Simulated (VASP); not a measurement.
Input of a VASP 6.6.1 run:

File POSCAR:

```
Bi
1.0
    4.6068197432      0.0000000000      0.0000000000
   -2.3034098716      3.9896229283      0.0000000000
    0.0000000000      0.0000000000      5.6200124934
Bi
3
Direct
    0.3329735857      0.0000000000      0.3333333333
    0.0000000000      0.3329735857      0.6666666667
    0.6670264143      0.6670264143      0.0000000000
```

The input INCAR.step1:

```
PREC = Accurate ; ENCUT = 520
ISMEAR = 0 ; SIGMA = 0.1
LREAL = F ; LASPH = T
NELM = 80 ; NBANDS = 30
GGA = PE ; ALGO = Normal
EDIFF = 1E-4 ; LWAVE = T
LCHARG = F
```

File INCAR.step2:

```
PREC = Accurate ; ENCUT = 520
EDIFF = 1E-6 ; ISMEAR = 0
SIGMA = 0.1 ; LREAL = F
LASPH = T ; NELM = 80
ALGO = Normal ; ISIF = 2
LWAVE = F ; LCHARG = F
METAGGA = R2SCAN ; LMIXTAU = T
NBANDS = 30 ; ISTART = 1
```

Contents of KPOINTS:

```
regular mesh
0
Gamma
  6 6 4
```

Potentials or basis: VASP PAW PBE potentials, release 64 (Bi_d).

Run with:

```console
$ cat potpaw_PBE.64/Bi_d/POTCAR > POTCAR
$ cp INCAR.step1 INCAR
$ mpirun -np 1 vasp_std > vasp.out
$ cp INCAR.step2 INCAR
$ mpirun -np 1 vasp_std > vasp.out
```

Predict the largest force.

0.009 eV/Å.

What does it give for the band gap on the k mesh?

Zero (an odd number of electrons rules out a gap without spin polarisation).

Forces in eV/Å, atoms in the order of the input:
```
Bi   0.009  0.000  0.000
Bi  -0.005  0.008  0.000
Bi  -0.005 -0.008  0.000
```

Caveat: the PAW data sets were made with another functional, which shifts forces and pressure a little; spin-orbit coupling is left out, which moves the levels of the heavy elements.
